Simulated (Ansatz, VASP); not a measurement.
# One calculation of SbP, two programs

Contents of INCAR:

```
SYSTEM = SbP
PREC = Accurate
ENCUT = 520
EDIFF = 1E-6
ISMEAR = -1
SIGMA = 0.08
LREAL = .FALSE.
LASPH = .TRUE.
NELM = 100
ALGO = Normal
ISIF = 2
LWAVE = .FALSE.
LCHARG = .TRUE.
GGA = PS
LELF = .TRUE.
LVHAR = .TRUE.
NBANDS = 12
```

The input KPOINTS:

```
Automatic mesh
0
G
  11 11 11
  0 0 0
```

File POSCAR:

```
SbP
1.0
    0.0000000000      2.4620436195      2.4620436195
    2.4620436195      0.0000000000      2.4620436195
    2.4620436195      2.4620436195      0.0000000000
Sb P
1 1
Direct
    0.0000000000      0.0000000000      0.0000000000
    0.2500000000      0.2500000000      0.2500000000
```

Input for Ansatz:

```yaml
crystal:
  lattice:
    - [0.0, 2.4620436195, 2.4620436195]
    - [2.4620436195, 0.0, 2.4620436195]
    - [2.4620436195, 2.4620436195, 0.0]
  atoms:
    - { symbol: Sb, position: [0.0, 0.0, 0.0] }
    - { symbol: P, position: [0.25, 0.25, 0.25] }
kpoints:
  mp_grid: { grid: [11, 11, 11] }
scf:
  occupations: { method: fermi_dirac, width: 0.08 }
hamiltonian:
  xc: pbesol
  pseudopotentials: { kind: paw }
output:
  forces: true
  stress: true
  eigenvalues: true
  populations: true
```

Change from the starting cell: volume scaled by 0.5, PAW files.

Alike in both runs: task single point; functional PBEsol; k mesh 11 × 11 × 11; occupations fermi-dirac, width 0.08 eV; no spin polarisation.

|  | VASP | Ansatz |
| --- | --- | --- |
| version | VASP 6.6.1 | Ansatz 0.2.0 |
| potentials or method | VASP PAW PBE potentials, release 64 (Sb, P) | PAW with Ansatz's default frozen-core files, scalar-relativistic |
| plane-wave cutoff (eV) | 520 | 420 |
| valence electrons in the cell | 10 | 20 |

Ansatz gave:

- pressure (GPa): 128.5

Q: Which values does VASP return?

A: Pressure (GPa): 133.8.

VASP's potentials were made for PBE, not for PBEsol. Both programs put the cell under a high pressure, so it lies far from rest at this level. VASP's potentials hold 10 valence electrons a cell and Ansatz's 20, so a difference there can come from the potentials and not from the codes.

Neither program's run includes spin-orbit coupling. Noted on VASP's run: the cell as given lies far from equilibrium.
